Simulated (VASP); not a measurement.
# Se (Fd-3m) in VASP: further runs

The runs below take Se through single point, relaxation of cell and atoms, with PBE.

Everything below comes from runs of VASP 6.6.1. Logs are shortened: lines on timing, memory, paths and dates and some standing lists are left out, and cuts for length are marked.

**1. The cell of the first run**

Symmetry: Fd-3m, No. 227, cubic system. Conventional cell: a = 6.330 Å, b = 6.330 Å, c = 6.330 Å, α = 90.00°, β = 90.00°, γ = 90.00°. Within 3.6 Å of Se (site symmetry -43m) lie 4 Se at 2.74 Å.

This isn't the form of Se at room conditions, which is trigonal, of chains.

**2. Single point, PBE**

Input file INCAR:

```
  PREC = Accurate
  ENCUT = 520
  EDIFF = 1E-6
  ISMEAR = -1
  SIGMA = 0.05
  LREAL = False
  LASPH = True
  NELM = 60
  ALGO = Normal
  ISIF = 2
  LWAVE = False
  LCHARG = False
  GGA = PE
  NBANDS = 13
```

Input file KPOINTS:

```
regular mesh
0
Gamma
  7 7 7
```

Input file POSCAR:

```
Se
1.0
    0.0000000000      3.1648447688      3.1648447688
    3.1648447688      0.0000000000      3.1648447688
    3.1648447688      3.1648447688      0.0000000000
Se
2
Direct
    0.0000000000      0.0000000000      0.0000000000
    0.2500000000      0.2500000000      0.2500000000
```

Potentials or basis: VASP PAW PBE potentials, release 64 (Se).

On the command line:

```
$ cat potpaw_PBE.64/Se/POTCAR > POTCAR
$ mpirun -np 1 vasp_std > vasp.out
```

OUTCAR:

```text
PREC = Accurate
   ENCUT = 520
   EDIFF = 1E-6
   ISMEAR = -1
   LREAL = False
   LASPH = True
   NELM = 60
   ISIF = 2
   GGA = PE

 ion  position               nearest neighbor table
   1  0.000  0.000  0.000-   2 2.74   2 2.74   2 2.74   2 2.74
   2  0.250  0.250  0.250-   1 2.74   1 2.74   1 2.74   1 2.74

  LATTYP: Found a face centered cubic cell.
 ALAT       =     6.3296895376

  Lattice vectors:

 A1 = (   0.0000000000,   3.1648447688,   3.1648447688)
 A2 = (   3.1648447688,   0.0000000000,   3.1648447688)
 A3 = (   3.1648447688,   3.1648447688,   0.0000000000)

Analysis of symmetry for initial positions (statically):
=====================================================================
 Subroutine PRICEL returns:
 Original cell was already a primitive cell.

 Routine SETGRP: Setting up the symmetry group for a
 face centered cubic supercell.

 Subroutine GETGRP returns: Found 48 space group operations
 (whereof 24 operations were pure point group operations)
 out of a pool of 48 trial point group operations.

The static configuration has the point symmetry T_d .
 The point group associated with its full space group is O_h .

Analysis of symmetry for dynamics (positions and initial velocities):
=====================================================================
 Subroutine PRICEL returns:
 Original cell was already a primitive cell.

 Routine SETGRP: Setting up the symmetry group for a
 face centered cubic supercell.

 Subroutine GETGRP returns: Found 48 space group operations
 (whereof 24 operations were pure point group operations)
 out of a pool of 48 trial point group operations.

The dynamic configuration has the point symmetry T_d .
 The point group associated with its full space group is O_h .

 Subroutine INISYM returns: Found 48 space group operations
 (whereof 24 operations are pure point group operations),
 and found     1 'primitive' translations

----------------------------------------------------------------------------------------

                                     Primitive cell

  volume of cell :      63.3997

  direct lattice vectors                    reciprocal lattice vectors
     0.000000000  3.164844769  3.164844769    -0.157985632  0.157985632  0.157985632
     3.164844769  0.000000000  3.164844769     0.157985632 -0.157985632  0.157985632
     3.164844769  3.164844769  0.000000000     0.157985632  0.157985632 -0.157985632

  length of vectors
     4.475766395  4.475766395  4.475766395     0.273639141  0.273639141  0.273639141

  position of ions in fractional coordinates (direct lattice)
     0.000000000  0.000000000  0.000000000
     0.250000000  0.250000000  0.250000000

  ion indices of the primitive-cell ions
   primitive index   ion index
                 1           1
                 2           2

----------------------------------------------------------------------------------------

 KPOINTS: regular mesh

Automatic generation of k-mesh.
 Grid dimensions read from file:
 generate k-points for:    7    7    7

 Generating k-lattice:

  Cartesian coordinates                     Fractional coordinates (reciprocal lattice)
    -0.022569376  0.022569376  0.022569376     0.142857143  0.000000000  0.000000000
     0.022569376 -0.022569376  0.022569376     0.000000000  0.142857143  0.000000000
     0.022569376  0.022569376 -0.022569376     0.000000000  0.000000000  0.142857143

  Length of vectors
     0.039091306  0.039091306  0.039091306

  Shift w.r.t. Gamma in fractional coordinates (k-lattice)
     0.000000000  0.000000000  0.000000000

 Subroutine IBZKPT returns following result:
 ===========================================

 Found     20 irreducible k-points:

 Following reciprocal coordinates:
            Coordinates               Weight
  0.000000  0.000000  0.000000      1.000000
  0.142857  0.000000  0.000000      8.000000
  0.285714  0.000000  0.000000      8.000000
  0.428571  0.000000  0.000000      8.000000
  0.142857  0.142857  0.000000      6.000000
  0.285714  0.142857  0.000000     24.000000
[... 12 lines left out ...]
 -0.428571  0.428571  0.142857     24.000000
 -0.285714  0.428571  0.142857     24.000000
   k-points           NKPTS =     20   k-points in BZ     NKDIM =     20   number of bands    NBANDS=     13
   number of dos      NEDOS =    301   number of ions     NIONS =      2
   total plane-waves  NPLWV =  46656
   dimension x,y,z NGX =    36 NGY =   36 NGZ =   36
   dimension x,y,z NGXF=    72 NGYF=   72 NGZF=   72
   ions per type =               2
   NGX,Y,Z   is equivalent  to a cutoff of  13.37, 13.37, 13.37 a.u.
   NGXF,Y,Z  is equivalent  to a cutoff of  26.74, 26.74, 26.74 a.u.
 SYSTEM =  unknown system
   PREC   = accura    normal or accurate (medium, high low for compatibility)
   ISTART =      0    job   : 0-new  1-cont  2-samecut
   ICHARG =      2    charge: 1-file 2-atom 10-const
   ISPIN  =      1    spin polarized calculation?
   LNONCOLLINEAR =      F non collinear calculations
   LSORBIT =      F    spin-orbit coupling
   LASPH  =      T    aspherical Exc in radial PAW
   ENCUT  =  520.0 eV  38.22 Ry    6.18 a.u.   8.32  8.32  8.32*2*pi/ulx,y,z
   NELM   =     60;   NELMIN=  2; NELMDL= -5     # of ELM steps
   EDIFF  = 0.1E-05   stopping-criterion for ELM
   LREAL  =      F    real-space projection
   EDIFFG = 0.1E-04   stopping-criterion for IOM
   NSW    =      0    number of steps for IOM
   IBRION =     -1    ionic relax: 0-MD 1-quasi-New 2-CG
   NFREE  =      0    steps in history (QN), initial steepest desc. (CG)
   ISIF   =      2    stress and relaxation
   ISYM   =      2    0-nonsym 1-usesym 2-fastsym
   POTIM  = 0.5000    time-step for ionic-motion
   TEBEG  =    0.0;   TEEND  =   0.0 temperature during run
   PSTRESS=    0.0 pullay stress
   NELECT =      12.0000    total number of electrons
   NUPDOWN=      -1.0000    fix difference up-down
   EMIN   =  10.00;   EMAX   =-10.00  energy-range for DOS
   EFERMI =   0.00;   METHOD = LEGACY
   ISMEAR =    -1;   SIGMA  =   0.05  broadening in eV -4-tet -1-fermi 0-gaus
   EFERMI_NEDOS =   21; number of points for ismear=-14 and -15
   IALGO  =     38    algorithm
   IMIX   =      4    mixing-type and parameters
     AMIX     =   0.40;   BMIX     =  1.00
     AMIX_MAG =   1.60;   BMIX_MAG =  1.00
  volume/ion in A,a.u.               =      31.70       213.92
  Fermi-wavevector in a.u.,A,eV,Ry     =   0.939953  1.776254 12.020907  0.883512
  Thomas-Fermi vector in A             =   2.067317
   LORBIT       =      0    0 simple, 1 ext, 2 COOP (PROOUT), +10 PAW based schemes
   GGA     = PE    functional components
   LHFCALC =     F    Hartree Fock is set to
   AEXX    =    0.0000 exact exchange contribution
   IVDW    =     0    specifies the selected vdW correction
   LEPSILON=     F    determine dielectric tensor
   LRPA    =     F    only Hartree local field effects (RPA)
 non-spin polarized calculation
  energy-cutoff  :      520.00
  volume of cell :       63.40
 maximum number of plane-waves:      1729
 NGX is ok and might be reduce to    36
   NGX = 17   NGY = 17   NGZ = 17

 number of electron      11.9999999 magnetization

 Free energy of the ion-electron system (eV)
  ---------------------------------------------------
  ext. energy  EPLUGINS =         0.00000000
  ---------------------------------------------------
  free energy    TOTEN  =        -6.00411933 eV

  energy without entropy =       -5.98923016  energy(sigma->0) =       -5.99667475

 E-fermi :   2.0394     XC(G=0):  -8.1544

 val. band max:        2.0270856373   @ k =  -0.2857   0.1429   0.0000
 cond. band min:       2.0416757570   @ k =  -0.2857   0.2857   0.0000
 fundamental gap:      0.0145901197
 Fermi energy:         2.0393562694

 k-point     1 :       0.0000    0.0000    0.0000
  band No.  band energies     occupation
      1     -13.2246      2.00000
      2      -8.2387      2.00000
      3      -1.3695      2.00000
      4      -1.3695      2.00000
      5      -1.3695      2.00000
      6       1.2716      2.00000
      7       1.2716      2.00000
      8       1.2716      2.00000
      9       6.4334      0.00000
     10       9.6884      0.00000
     11       9.6884      0.00000
     12      11.5886      0.00000
     13      11.5886      0.00000

 k-point     2 :       0.1429    0.0000    0.0000
  band No.  band energies     occupation
      1     -13.0940      2.00000
      2      -8.5515      2.00000
      3      -1.5387      2.00000
      4      -1.5387      2.00000
      5      -1.4670      2.00000
      6       1.5260      1.99993
      7       1.5260      1.99993
      8       1.5396      1.99991
      9       7.0486      0.00000
     10       9.2547      0.00000
     11       9.2547      0.00000
     12      11.1174      0.00000
     13      12.6665      0.00000

 k-point     3 :       0.2857    0.0000    0.0000
  band No.  band energies     occupation
      1     -12.7397      2.00000
      2      -9.2740      2.00000
      3      -1.8395      2.00000
      4      -1.8395      2.00000
      5      -1.7624      2.00000
      6       1.9940      1.42493
      7       1.9940      1.42493
      8       2.4362      0.00071
      9       8.0742      0.00000
     10       9.1291      0.00000
     11       9.1291      0.00000
     12      10.7340      0.00000
     13      13.2960      0.00000
[... 241 lines left out ...]
 k-point    19 :      -0.4286    0.4286    0.1429
  band No.  band energies     occupation
      1     -11.6770      2.00000
      2     -10.7686      2.00000
      3      -2.9992      2.00000
      4      -2.8128      2.00000
      5       0.2843      2.00000
      6       0.7402      2.00000
      7       3.6167      0.00000
      8       3.7271      0.00000
      9       7.9409      0.00000
     10       8.2872      0.00000
     11      11.2418      0.00000
     12      12.0445      0.00000
     13      13.4698      0.00000

 k-point    20 :      -0.2857    0.4286    0.1429
  band No.  band energies     occupation
      1     -11.5373      2.00000
      2     -10.9229      2.00000
      3      -3.1977      2.00000
      4      -2.7709      2.00000
      5       0.2786      2.00000
      6       1.3340      2.00000
      7       3.4413      0.00000
      8       3.4986      0.00000
      9       7.6018      0.00000
     10       8.5082      0.00000
     11      10.6031      0.00000
     12      12.4289      0.00000
     13      13.9365      0.00000

------------------------ aborting loop because EDIFF is reached ----------------------------------------

  FORCE on cell =-STRESS in cart. coord.  units (eV):
  Direction    XX          YY          ZZ          XY          YZ          ZX
  --------------------------------------------------------------------------------------
  -------------------------------------------------------------------------------------
  Total        0.0062675      0.0062675      0.0062675      0.0000000      0.0000000      0.0000000
  in kB        0.1583853      0.1583853      0.1583853      0.0000000      0.0000000      0.0000000
  external PRESSURE =       0.1583853 kB  Pullay stress =       0.0000000 kB

 VOLUME and BASIS-vectors are now :
 -----------------------------------------------------------------------------
  energy-cutoff  :      520.00
  volume of cell :       63.40
      direct lattice vectors                 reciprocal lattice vectors
     0.000000000  3.164844769  3.164844769    -0.157985632  0.157985632  0.157985632
     3.164844769  0.000000000  3.164844769     0.157985632 -0.157985632  0.157985632
     3.164844769  3.164844769  0.000000000     0.157985632  0.157985632 -0.157985632

 POSITION                                       TOTAL-FORCE (eV/Angst)
 -----------------------------------------------------------------------------------
      0.00000      0.00000      0.00000         0.000000      0.000000     -0.000000
      1.58242      1.58242      1.58242        -0.000000     -0.000000      0.000000
 -----------------------------------------------------------------------------------
    total drift:                                0.000000      0.000000      0.000000

  FREE ENERGIE OF THE ION-ELECTRON SYSTEM (eV)
  ---------------------------------------------------
  free  energy   TOTEN  =        -6.0041193300 eV

  energy  without entropy=       -5.9892301605  energy(sigma->0) =       -5.99667475
```

It took 21 s on 1 thread of Intel Xeon 8259CL, shared host; peak memory 0.2 GiB.

What came out:

```yaml
Free_energy: -6.0041 eV
Pressure: 0.0 GPa
Band_gap_on_the_k_mesh: zero (bands 6 and 7 overlap by 1.02 eV)
```

Levels at points of the mesh, in eV from the Fermi level:
| k point | band 4 | band 5 | band 6 | band 7 | band 8 | band 9 |
| --- | --- | --- | --- | --- | --- | --- |
| (0.00, 0.00, 0.00) | -3.41 | -3.41 | -0.77 | -0.77 | -0.77 | 4.39 |

**3. Relaxation of cell and atoms, PBE**

This run uses another cell than the first one, of 27.27 Å³/atom.

Input file INCAR:

```
SYSTEM = Se
PREC = Accurate
ENCUT = 600
EDIFF = 1E-6
ISMEAR = -1
SIGMA = 0.05
LREAL = .FALSE.
LASPH = .TRUE.
NELM = 80
ALGO = Normal
ISIF = 3
LWAVE = .FALSE.
LCHARG = .FALSE.
GGA = PE
IBRION = 2
NSW = 80
EDIFFG = -0.02
```

Input file KPOINTS:

```
regular mesh
0
G
  7 7 7
  0 0 0
```

Input file POSCAR:

```
Se
1.0
    0.0000000000      3.0100000000      3.0100000000
    3.0100000000      0.0000000000      3.0100000000
    3.0100000000      3.0100000000      0.0000000000
Se
2
Direct
    0.0000000000      0.0000000000      0.0000000000
    0.2500000000      0.2500000000      0.2500000000
```

Potentials or basis: VASP PAW PBE potentials, release 64 (Se).

On the command line:

```
$ cat potpaw_PBE.64/Se/POTCAR > POTCAR
$ mpirun -np 1 vasp_std > vasp.out
```

It took 46 s on 1 thread of Intel Xeon 8259CL, shared host; peak memory 0.21 GiB.

It converged, with:

```yaml
Free_energy: -6.0040 eV
Relaxed_volume: 31.67 Å³/atom
Relaxed_cell: a = 4.474 Å, b = 4.474 Å, c = 4.474 Å, α = 60.00°, β = 60.00°, γ = 60.00°
Space_group_after_relaxing_to_0.1_Å: Fd-3m (No. 227)
Energy_gained_by_relaxing: 97.2 meV/atom
Ionic_steps: 3
Pressure_after_relaxing: 0.1 GPa
Band_gap_on_the_k_mesh: zero (bands 6 and 7 overlap by 1.02 eV)
```

Step by step:
```csv
step,energy change (eV),largest force (eV/Å),pressure (GPa),volume (Å³)
1,0.0000,0.0000,8.04,54.54
2,-0.1822,0.0000,-1.44,66.07
3,-0.1945,0.0000,0.05,63.33
```

Final structure:
```
Se
1.0
     0.00000    3.16373    3.16373
     3.16373    0.00000    3.16373
     3.16373    3.16373    0.00000
Se
2
Direct
  0.00000 0.00000 0.00000
  0.25000 0.25000 0.25000
```

Levels at points of the mesh, in eV from the Fermi level:
```tsv
k point	band 4	band 5	band 6	band 7	band 8	band 9
(0.00, 0.00, 0.00)	-3.41	-3.41	-0.77	-0.77	-0.77	4.39
```

Caveat: the volume moved by over 15 % at a fixed basis, so the end points are rough.
